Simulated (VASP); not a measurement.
# Sr3P (Pm-3m) in VASP: notebook

Runs on Sr3P. Level: PBE. Tasks: single point, relaxation of cell and atoms.

Everything below comes from runs of VASP 6.6.1. Logs are shortened: lines on timing, memory, paths and dates and some standing lists are left out, and cuts for length are marked.

### 1 The cell of the first run

It takes space group Pm-3m (No. 221, cubic). The conventional cell has a = 5.123 Å, b = 5.123 Å, c = 5.123 Å, α = 90.00°, β = 90.00°, γ = 90.00°. Within 4.8 Å of Sr (site symmetry 4/mmm) lie 8 Sr at 3.62 Å and 4 P at 3.62 Å. Within 4.8 Å of P (site symmetry m-3m) lie 12 Sr at 3.62 Å.

### 2 Single point, PBE

INCAR reads:

```
SYSTEM = Sr3P
ALGO = Normal
EDIFF = 1E-6
ENCUT = 520
GGA = PE
ISIF = 2
ISMEAR = 0
LASPH = .True.
LCHARG = .True.
LELF = .True.
LREAL = .False.
LVHAR = .True.
LWAVE = .False.
NBANDS = 26
NELM = 60
PREC = Accurate
SIGMA = 0.1
```

KPOINTS reads:

```
k-points
0
Gamma
  10 10 10
  0 0 0
```

POSCAR reads:

```
Sr3P
1.0
    5.1229799114      0.0000000000      0.0000000000
    0.0000000000      5.1229799114      0.0000000000
    0.0000000000      0.0000000000      5.1229799114
Sr P
3 1
Direct
    0.0000000000      0.5000000000      0.5000000000
    0.5000000000      0.0000000000      0.5000000000
    0.5000000000      0.5000000000      0.0000000000
    0.0000000000      0.0000000000      0.0000000000
```

Potentials or basis: VASP PAW PBE potentials, release 64 (Sr_sv, P).

Command:

```bash
$ cat potpaw_PBE.64/Sr_sv/POTCAR potpaw_PBE.64/P/POTCAR > POTCAR
$ mpirun -np 1 vasp_std > vasp.out
```

OUTCAR:

```text
SYSTEM = Sr3P
   EDIFF = 1E-6
   ENCUT = 520
   GGA = PE
   ISIF = 2
   ISMEAR = 0
   LASPH = .True.
   LREAL = .False.
   NELM = 60
   PREC = Accurate

 ion  position               nearest neighbor table
   1  0.000  0.500  0.500-   2 3.62   3 3.62   4 3.62   3 3.62   4 3.62   2 3.62   4 3.62   4 3.62
                             2 3.62   3 3.62   3 3.62   2 3.62
   2  0.500  0.000  0.500-   1 3.62   3 3.62   4 3.62   3 3.62   4 3.62   1 3.62   3 3.62   3 3.62
                             1 3.62   4 3.62   4 3.62   1 3.62
   3  0.500  0.500  0.000-   1 3.62   2 3.62   4 3.62   1 3.62   2 3.62   2 3.62   4 3.62   2 3.62
                             1 3.62   4 3.62   1 3.62   4 3.62
   4  0.000  0.000  0.000-   1 3.62   2 3.62   3 3.62   1 3.62   2 3.62   1 3.62   3 3.62   1 3.62
                             2 3.62   3 3.62   2 3.62   3 3.62

  LATTYP: Found a simple cubic cell.
 ALAT       =     5.1229799114

  Lattice vectors:

 A1 = (   5.1229799114,   0.0000000000,   0.0000000000)
 A2 = (   0.0000000000,   5.1229799114,   0.0000000000)
 A3 = (   0.0000000000,   0.0000000000,   5.1229799114)

Analysis of symmetry for initial positions (statically):
=====================================================================
 Subroutine PRICEL returns:
 Original cell was already a primitive cell.

 Routine SETGRP: Setting up the symmetry group for a
 simple cubic supercell.

 Subroutine GETGRP returns: Found 48 space group operations
 (whereof 48 operations were pure point group operations)
 out of a pool of 48 trial point group operations.

The static configuration has the point symmetry O_h .

Analysis of symmetry for dynamics (positions and initial velocities):
=====================================================================
 Subroutine PRICEL returns:
 Original cell was already a primitive cell.

 Routine SETGRP: Setting up the symmetry group for a
 simple cubic supercell.

 Subroutine GETGRP returns: Found 48 space group operations
 (whereof 48 operations were pure point group operations)
 out of a pool of 48 trial point group operations.

The dynamic configuration has the point symmetry O_h .

 Subroutine INISYM returns: Found 48 space group operations
 (whereof 48 operations are pure point group operations),
 and found     1 'primitive' translations

----------------------------------------------------------------------------------------

                                     Primitive cell

  volume of cell :     134.4522

  direct lattice vectors                    reciprocal lattice vectors
     5.122979911  0.000000000  0.000000000     0.195198892  0.000000000  0.000000000
     0.000000000  5.122979911  0.000000000     0.000000000  0.195198892  0.000000000
     0.000000000  0.000000000  5.122979911     0.000000000  0.000000000  0.195198892

  length of vectors
     5.122979911  5.122979911  5.122979911     0.195198892  0.195198892  0.195198892

  position of ions in fractional coordinates (direct lattice)
     0.000000000  0.500000000  0.500000000
     0.500000000  0.000000000  0.500000000
     0.500000000  0.500000000  0.000000000
     0.000000000  0.000000000  0.000000000

  ion indices of the primitive-cell ions
   primitive index   ion index
                 1           1
                 2           2
                 3           3
                 4           4

----------------------------------------------------------------------------------------

 KPOINTS: k-points

Automatic generation of k-mesh.
 Grid dimensions read from file:
 generate k-points for:   10   10   10

 Generating k-lattice:

  Cartesian coordinates                     Fractional coordinates (reciprocal lattice)
     0.019519889  0.000000000  0.000000000     0.100000000  0.000000000  0.000000000
     0.000000000  0.019519889  0.000000000     0.000000000  0.100000000  0.000000000
     0.000000000  0.000000000  0.019519889     0.000000000  0.000000000  0.100000000

  Length of vectors
     0.019519889  0.019519889  0.019519889

  Shift w.r.t. Gamma in fractional coordinates (k-lattice)
     0.000000000  0.000000000  0.000000000

 Subroutine IBZKPT returns following result:
 ===========================================

 Found     56 irreducible k-points:

 Following reciprocal coordinates:
            Coordinates               Weight
  0.000000  0.000000  0.000000      1.000000
  0.100000  0.000000  0.000000      6.000000
  0.200000  0.000000  0.000000      6.000000
  0.300000  0.000000  0.000000      6.000000
  0.400000  0.000000  0.000000      6.000000
  0.500000  0.000000  0.000000      3.000000
[... 16 lines left out ...]
  0.200000  0.100000  0.100000     24.000000
  0.300000  0.100000  0.100000     24.000000
 [... further k-points ...]
   k-points           NKPTS =     56   k-points in BZ     NKDIM =     56   number of bands    NBANDS=     26
   number of dos      NEDOS =    301   number of ions     NIONS =      4
   total plane-waves  NPLWV =  64000
   dimension x,y,z NGX =    40 NGY =   40 NGZ =   40
   dimension x,y,z NGXF=    80 NGYF=   80 NGZF=   80
   ions per type =               3   1
   NGX,Y,Z   is equivalent  to a cutoff of  12.98, 12.98, 12.98 a.u.
   NGXF,Y,Z  is equivalent  to a cutoff of  25.96, 25.96, 25.96 a.u.
 SYSTEM =  Sr3P
   PREC   = accura    normal or accurate (medium, high low for compatibility)
   ISTART =      0    job   : 0-new  1-cont  2-samecut
   ICHARG =      2    charge: 1-file 2-atom 10-const
   ISPIN  =      1    spin polarized calculation?
   LNONCOLLINEAR =      F non collinear calculations
   LSORBIT =      F    spin-orbit coupling
   LASPH  =      T    aspherical Exc in radial PAW
   ENCUT  =  520.0 eV  38.22 Ry    6.18 a.u.   9.53  9.53  9.53*2*pi/ulx,y,z
   NELM   =     60;   NELMIN=  2; NELMDL= -5     # of ELM steps
   EDIFF  = 0.1E-05   stopping-criterion for ELM
   LREAL  =      F    real-space projection
   EDIFFG = 0.1E-04   stopping-criterion for IOM
   NSW    =      0    number of steps for IOM
   IBRION =     -1    ionic relax: 0-MD 1-quasi-New 2-CG
   NFREE  =      0    steps in history (QN), initial steepest desc. (CG)
   ISIF   =      2    stress and relaxation
   ISYM   =      2    0-nonsym 1-usesym 2-fastsym
   POTIM  = 0.5000    time-step for ionic-motion
   TEBEG  =    0.0;   TEEND  =   0.0 temperature during run
   PSTRESS=    0.0 pullay stress
   NELECT =      35.0000    total number of electrons
   NUPDOWN=      -1.0000    fix difference up-down
   EMIN   =  10.00;   EMAX   =-10.00  energy-range for DOS
   EFERMI =   0.00;   METHOD = LEGACY
   ISMEAR =     0;   SIGMA  =   0.10  broadening in eV -4-tet -1-fermi 0-gaus
   EFERMI_NEDOS =   21; number of points for ismear=-14 and -15
   IALGO  =     38    algorithm
   IMIX   =      4    mixing-type and parameters
     AMIX     =   0.40;   BMIX     =  1.00
     AMIX_MAG =   1.60;   BMIX_MAG =  1.00
  volume/ion in A,a.u.               =      33.61       226.83
  Fermi-wavevector in a.u.,A,eV,Ry     =   1.045301  1.975333 14.866474  1.092655
  Thomas-Fermi vector in A             =   2.180091
   LORBIT       =      0    0 simple, 1 ext, 2 COOP (PROOUT), +10 PAW based schemes
   GGA     = PE    functional components
   LHFCALC =     F    Hartree Fock is set to
   AEXX    =    0.0000 exact exchange contribution
   IVDW    =     0    specifies the selected vdW correction
   LEPSILON=     F    determine dielectric tensor
   LRPA    =     F    only Hartree local field effects (RPA)
 non-spin polarized calculation
 Gauss-broadening in eV      SIGMA  =   0.10
  energy-cutoff  :      520.00
  volume of cell :      134.45
 maximum number of plane-waves:      3695
 NGX is ok and might be reduce to    40
   NGX = 19   NGY = 19   NGZ = 19

 number of electron      34.9999999 magnetization

 Free energy of the ion-electron system (eV)
  ---------------------------------------------------
  ext. energy  EPLUGINS =         0.00000000
  ---------------------------------------------------
  free energy    TOTEN  =       -11.14314257 eV

  energy without entropy =      -11.12889736  energy(sigma->0) =      -11.13601997

 E-fermi :   3.7733     XC(G=0):  -8.7076

 val. band max:        3.7683740618   @ k =   0.2000   0.2000   0.1000
 cond. band min:       3.8025374077   @ k =   0.4000   0.3000   0.2000
 fundamental gap:      0.0341633459
 Fermi energy:         3.7732898606

 k-point     1 :       0.0000    0.0000    0.0000
  band No.  band energies     occupation
      1     -32.8677      2.00000
      2     -32.7519      2.00000
      3     -32.7519      2.00000
      4     -15.1669      2.00000
      5     -15.1669      2.00000
      6     -15.1669      2.00000
[... 18 lines left out ...]
     25       7.1997      0.00000
     26       7.1997      0.00000

 k-point     2 :       0.1000    0.0000    0.0000
  band No.  band energies     occupation
      1     -32.8652      2.00000
      2     -32.7544      2.00000
      3     -32.7519      2.00000
      4     -15.1584      2.00000
      5     -15.1584      2.00000
      6     -15.1550      2.00000
[... 18 lines left out ...]
     25       7.2744      0.00000
     26       7.2744      0.00000

 k-point     3 :       0.2000    0.0000    0.0000
  band No.  band energies     occupation
      1     -32.8580      2.00000
      2     -32.7616      2.00000
      3     -32.7518      2.00000
      4     -15.1345      2.00000
      5     -15.1345      2.00000
      6     -15.1199      2.00000
[... 18 lines left out ...]
     25       7.4590      0.00000
     26       7.4882      0.00000

 k-point     4 :       0.3000    0.0000    0.0000
  band No.  band energies     occupation
      1     -32.8473      2.00000
      2     -32.7724      2.00000
      3     -32.7517      2.00000
      4     -15.1002      2.00000
      5     -15.1002      2.00000
      6     -15.0637      2.00000
[... 18 lines left out ...]
     25       6.9881      0.00000
     26       7.1244      0.00000

 k-point     5 :       0.4000    0.0000    0.0000
  band No.  band energies     occupation
      1     -32.8355      2.00000
      2     -32.7842      2.00000
      3     -32.7516      2.00000
      4     -15.0659      2.00000
      5     -15.0659      2.00000
      6     -14.9921      2.00000
[... 18 lines left out ...]
     25       6.5718      0.00000
     26       6.5934      0.00000

 k-point     6 :       0.5000    0.0000    0.0000
  band No.  band energies     occupation
      1     -32.8291      2.00000
      2     -32.7905      2.00000
      3     -32.7516      2.00000
      4     -15.0501      2.00000
      5     -15.0501      2.00000
      6     -14.9372      2.00000
[... 427 lines left out ...]
 k-point    21 :       0.5000    0.5000    0.0000
  band No.  band energies     occupation
      1     -32.7902      2.00000
      2     -32.7901      2.00000
      3     -32.7901      2.00000
      4     -15.1374      2.00000
      5     -15.1163      2.00000
      6     -14.8683      2.00000
[... 18 lines left out ...]
     25       6.4466      0.00000
     26       6.4720      0.00000

 k-point    22 :       0.1000    0.1000    0.1000
  band No.  band energies     occupation
      1     -32.8604      2.00000
      2     -32.7556      2.00000
      3     -32.7556      2.00000
      4     -15.1747      2.00000
      5     -15.1215      2.00000
      6     -15.1215      2.00000
[... 18 lines left out ...]
     25       7.3272      0.00000
     26       7.3289      0.00000

 k-point    23 :       0.2000    0.1000    0.1000
  band No.  band energies     occupation
      1     -32.8535      2.00000
      2     -32.7624      2.00000
      3     -32.7555      2.00000
      4     -15.1699      2.00000
      5     -15.0990      2.00000
      6     -15.0736      2.00000
[... 18 lines left out ...]
     25       7.0379      0.00000
     26       7.2667      0.00000

 k-point    24 :       0.3000    0.1000    0.1000
  band No.  band energies     occupation
      1     -32.8431      2.00000
      2     -32.7728      2.00000
      3     -32.7554      2.00000
      4     -15.1459      2.00000
      5     -15.0654      2.00000
      6     -15.0212      2.00000
[... 18 lines left out ...]
     25       6.6114      0.00000
     26       6.8549      0.00000

 [... further k-points ...]

------------------------ aborting loop because EDIFF is reached ----------------------------------------

  FORCE on cell =-STRESS in cart. coord.  units (eV):
  Direction    XX          YY          ZZ          XY          YZ          ZX
  --------------------------------------------------------------------------------------
  -------------------------------------------------------------------------------------
  Total        0.0479978      0.0479978      0.0479978      0.0000000      0.0000000     -0.0000000
  in kB        0.5719575      0.5719575      0.5719575      0.0000000      0.0000000     -0.0000000
  external PRESSURE =       0.5719575 kB  Pullay stress =       0.0000000 kB

 VOLUME and BASIS-vectors are now :
 -----------------------------------------------------------------------------
  energy-cutoff  :      520.00
  volume of cell :      134.45
      direct lattice vectors                 reciprocal lattice vectors
     5.122979911  0.000000000  0.000000000     0.195198892  0.000000000  0.000000000
     0.000000000  5.122979911  0.000000000     0.000000000  0.195198892  0.000000000
     0.000000000  0.000000000  5.122979911     0.000000000  0.000000000  0.195198892

 POSITION                                       TOTAL-FORCE (eV/Angst)
 -----------------------------------------------------------------------------------
      0.00000      2.56149      2.56149         0.000000      0.000000      0.000000
      2.56149      0.00000      2.56149         0.000000      0.000000      0.000000
      2.56149      2.56149      0.00000         0.000000      0.000000      0.000000
      0.00000      0.00000      0.00000         0.000000      0.000000      0.000000
 -----------------------------------------------------------------------------------
    total drift:                                0.000000     -0.000000     -0.000000

  FREE ENERGIE OF THE ION-ELECTRON SYSTEM (eV)
  ---------------------------------------------------
  free  energy   TOTEN  =       -11.1431425715 eV

  energy  without entropy=      -11.1288973627  energy(sigma->0) =      -11.13601997
```

Wall time 74 s (1 thread of Intel Xeon 6975P-C (Granite Rapids), shared host); peak memory 0.33 GiB.

What came out:

| Quantity | Value |
| --- | --- |
| Free energy | -11.1431 eV |
| Pressure | 0.1 GPa |
| Band gap on the k mesh | zero (an odd number of electrons rules out a gap without spin polarisation) |

(Continued in part 2 of 2.)
